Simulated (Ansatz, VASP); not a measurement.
La in VASP and in Ansatz

File INCAR:

```
PREC = Accurate ; ENCUT = 600
EDIFF = 1E-6 ; ISMEAR = 0
SIGMA = 0.05 ; LREAL = F
LASPH = T ; NELM = 100
ALGO = Normal ; ISIF = 3
LWAVE = F ; LCHARG = F
GGA = PE ; IBRION = 2
NSW = 80 ; EDIFFG = -0.03
```

KPOINTS

```
regular mesh
0
Gamma
  6 6 4
```

POSCAR

```
La
1.0
    3.7509925602      0.0000000000      0.0000000000
   -1.8754962801      3.2484548466      0.0000000000
    0.0000000000      0.0000000000      6.1266211817
La
2
Direct
    0.3333333333      0.6666666667      0.7500000000
    0.6666666667      0.3333333333      0.2500000000
```

Input for Ansatz:

```yaml
crystal:
  lattice:
    - [3.7509925602, 0.0, 0.0]
    - [-1.8754962801, 3.2484548466, 0.0]
    - [0.0, 0.0, 6.1266211817]
  atoms:
    - { symbol: La, position: [0.3333333333, 0.6666666667, 0.75] }
    - { symbol: La, position: [0.6666666667, 0.3333333333, 0.25] }
basis:
  ecutwfc: 600
  ecutrho_ratio: 5
kpoints:
  mp_grid: { grid: [6, 6, 4] }
hamiltonian:
  xc: pbe
scf:
  occupations: { method: gaussian, width: 0.05 }
output:
  forces: true
  stress: true
  eigenvalues: true
relax:
  f_tol: 0.03
  max_steps: 60
  cell: { stress_tol: 0.6 }
```

Alike in both runs: task relaxation of cell and atoms; functional PBE; k mesh 6 × 6 × 4; occupations gaussian, width 0.05 eV; no spin polarisation.

|  | VASP | Ansatz |
| --- | --- | --- |
| version | VASP 6.6.1 | Ansatz 0.2.0 |
| potentials or method | VASP PAW PBE potentials, release 64 (La), cutoff 600 eV | scalar-relativistic, plane waves, PAW |
| valence electrons in the cell | 22 | 22 |

```csv
,VASP,Ansatz,Ansatz less VASP
relaxed volume (Å³/atom),37.72,37.33,-0.396
relaxed length of the cell vector where the two differ most in proportion (Å),6.150,6.127,-0.0238
```

Neither program's run includes spin-orbit coupling.
